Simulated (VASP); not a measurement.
Wanted: the native input for a VASP 6.6.1 run.

```
Task                   : single point
Functional             : PBEsol
Potentials or basis    : VASP PAW PBE potentials, release 64 (Sc_sv, Al)
Cutoff                 : 520 eV
k mesh                 : 14 × 14 × 14
Occupations            : gaussian, width 0.1 eV
Spin                   : no spin polarisation
Dipole correction      : no
Further INCAR settings : ALGO = Normal; EDIFF = 1e-07; NBANDS = 14
```

The structure of ScAl lies in POSCAR:

```
ScAl
1.0
    3.0943441837      0.0000000000      0.0000000000
    0.0000000000      3.0943441837      0.0000000000
    0.0000000000      0.0000000000      3.0943441837
Sc Al
1 1
Direct
    0.5000000000      0.5000000000      0.5000000000
    0.0000000000      0.0000000000      0.0000000000
```

One way to write it, as run:

INCAR

```
SYSTEM = ScAl
PREC = Accurate ; ENCUT = 520
EDIFF = 1E-7 ; ISMEAR = 0
SIGMA = 0.1 ; LREAL = .False.
LASPH = .True. ; NELM = 60
ALGO = Normal ; ISIF = 2
LWAVE = .False. ; LCHARG = .True.
GGA = PS ; LELF = .True.
LVHAR = .True. ; NBANDS = 14
```

KPOINTS

```
regular mesh
0
Gamma
  14 14 14
  0 0 0
```

Potentials or basis: VASP PAW PBE potentials, release 64 (Sc_sv, Al).

The run is started by

```console
$ cat potpaw_PBE.64/Sc_sv/POTCAR potpaw_PBE.64/Al/POTCAR > POTCAR
$ mpirun -np 1 vasp_std > vasp.out
```

Results of the run:

The pressure is 30.3 GPa. The band gap on the k mesh is zero (band 7 reaches 8.39 eV, above the bottom of band 8 at 7.17 eV).

Caveat: the PAW data sets were made with another functional, which shifts forces and pressure a little.

Run time: 36 s on 1 thread of Intel(R) Xeon(R) Platinum 8259CL CPU @ 2.50GHz (Skylake/Cascade Lake) (shared host), peak memory 0.17 GiB.
